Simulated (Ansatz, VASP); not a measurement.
This is a calculation of BaZrO3 for Ansatz 0.2.0.

Contents of input.yaml:

```yaml
crystal:
  lattice:
    - [4.19134, 0.0, 0.0]
    - [0.0, 4.19134, 0.0]
    - [0.0, 0.0, 4.19134]
  atoms:
    - { symbol: Ba, position: [0.0, 0.0, 0.0] }
    - { symbol: Zr, position: [0.5, 0.5, 0.5] }
    - { symbol: O, position: [0.5, 0.5, 0.0] }
    - { symbol: O, position: [0.5, 0.0, 0.5] }
    - { symbol: O, position: [0.0, 0.5, 0.5] }
hamiltonian:
  xc: pbe
  pseudopotentials: { kind: paw }
  dispersion: d4
kpoints:
  mp_grid: { grid: [6, 6, 6] }
scf:
  occupations: { method: fermi_dirac, width: 0.05 }
output:
  forces: true
  stress: true
relax:
  f_tol: 0.01
  max_steps: 40
  cell: { stress_tol: 0.05 }
```

Potentials or basis: Ansatz PAW.

Command:

```bash
$ ansatz run input.yaml --threads 2 --pin off --max-ram 5632MiB --backend cpu --events-out ev --progress --plain --runs-dir out
```

Q: Translate it to VASP 6.6.1. Potentials there: VASP PAW PBE potentials, release 64 (Ba_sv, Zr_sv, O).

A: As run (the cutoff follows the program's own potentials):

Contents of INCAR:

```
SYSTEM = BaZrO3
PREC = Accurate ; ENCUT = 600
EDIFF = 1E-6 ; ISMEAR = -1
SIGMA = 0.05 ; LREAL = .False.
LASPH = .True. ; NELM = 100
ALGO = Normal ; ISIF = 3
LWAVE = .False. ; LCHARG = .False.
GGA = PE ; IVDW = 13
IBRION = 2 ; NSW = 60
EDIFFG = -0.01
```

Contents of KPOINTS:

```
Automatic mesh
0
Gamma
  6 6 6
  0 0 0
```

File POSCAR:

```
BaZrO3
1.0
    4.1913400000      0.0000000000      0.0000000000
    0.0000000000      4.1913400000      0.0000000000
    0.0000000000      0.0000000000      4.1913400000
Ba Zr O
1 1 3
Direct
    0.0000000000      0.0000000000      0.0000000000
    0.5000000000      0.5000000000      0.5000000000
    0.5000000000      0.5000000000      0.0000000000
    0.5000000000      0.0000000000      0.5000000000
    0.0000000000      0.5000000000      0.5000000000
```

Potentials or basis: VASP PAW PBE potentials, release 64 (Ba_sv, Zr_sv, O).

The run is started by

```sh
$ cat potpaw_PBE.64/Ba_sv/POTCAR potpaw_PBE.64/Zr_sv/POTCAR potpaw_PBE.64/O/POTCAR > POTCAR
$ mpirun -np 1 vasp_std > vasp.out
```

Both were run:

|  | VASP | Ansatz | Ansatz less VASP |
| --- | --- | --- | --- |
| relaxed volume (Å³/atom) | 14.98 | 14.89 | -0.088 |
| relaxed length of the cell vector where the two differ most in proportion (Å) | 4.215 | 4.207 | -0.0083 |

Neither program's run includes spin-orbit coupling. Noted on Ansatz's run: the plane-wave basis is chosen anew once the cell has moved, so the energies of steps on either side of that aren't comparable.
